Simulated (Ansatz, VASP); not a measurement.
## One calculation of AlN, two programs

Contents of INCAR:

```
PREC = Accurate
ENCUT = 600
EDIFF = 1E-6
ISMEAR = 0
SIGMA = 0.05
LREAL = F
LASPH = T
NELM = 120
ALGO = Normal
ISIF = 2
LWAVE = F
LCHARG = T
GGA = PS
LELF = T
LVHAR = T
NBANDS = 16
GGA_COMPAT = F
```

Contents of KPOINTS:

```
regular mesh
0
Gamma
  12 12 6
```

The input POSCAR:

```
AlN
1.0
    3.0176720870      0.0000000000      0.0000000000
   -1.5088360435      2.6133806877      0.0000000000
    0.0000000000      0.0000000000      4.8286600000
Al N
2 2
Direct
    0.3333333333      0.6666666667      0.0000000000
    0.6666666667      0.3333333333      0.5000000000
    0.3333333333      0.6666666667      0.3850000000
    0.6666666667      0.3333333333      0.8850000000
```

Input for Ansatz:

```yaml
crystal:
  lattice:
    - [3.017672087, 0.0, 0.0]
    - [-1.5088360435, 2.6133806877, 0.0]
    - [0.0, 0.0, 4.82866]
  atoms:
    - { symbol: Al, position: [0.3333333333, 0.6666666667, 0.0] }
    - { symbol: Al, position: [0.6666666667, 0.3333333333, 0.5] }
    - { symbol: "N", position: [0.3333333333, 0.6666666667, 0.385] }
    - { symbol: "N", position: [0.6666666667, 0.3333333333, 0.885] }
basis:
  ecutwfc: 420
kpoints:
  mp_grid: { grid: [12, 12, 6] }
hamiltonian:
  xc: pbesol
scf:
  occupations: { method: gaussian, width: 0.05 }
output:
  forces: true
  stress: true
  eigenvalues: true
```

Change from the starting cell: strain -0.030 along x and y, -0.030 along z, atoms carried along.

Alike in both runs: task single point; functional PBEsol; k mesh 12 × 12 × 6; occupations gaussian, width 0.05 eV; no spin polarisation.

|  | VASP | Ansatz |
| --- | --- | --- |
| version | VASP 6.6.1 | Ansatz 0.2.0 |
| potentials or method | VASP PAW PBE potentials, release 64 (Al, N), cutoff 600 eV | scalar-relativistic, plane waves, PAW |
| valence electrons in the cell | 16 | 16 |

|  | VASP | Ansatz | Ansatz less VASP |
| --- | --- | --- | --- |
| gap on the k mesh at the Fermi level (eV) | 4.89 | 4.89 | -0.002 |
| least direct gap on the mesh (eV) | 4.91 | 4.89 | -0.021 |
| pressure (GPa) | 22.7 | 22.7 | -0.03 |
| traceless stress, the component that is largest in VASP (GPa) | -3.23 | -3.17 | +0.058 |
| rms of the force components (eV/Å) | 0.106 | 0.104 | -0.0015 |

VASP's potentials were made for PBE, not for PBEsol. Atom by atom the forces differ by 0.001 eV/Å (rms over components).
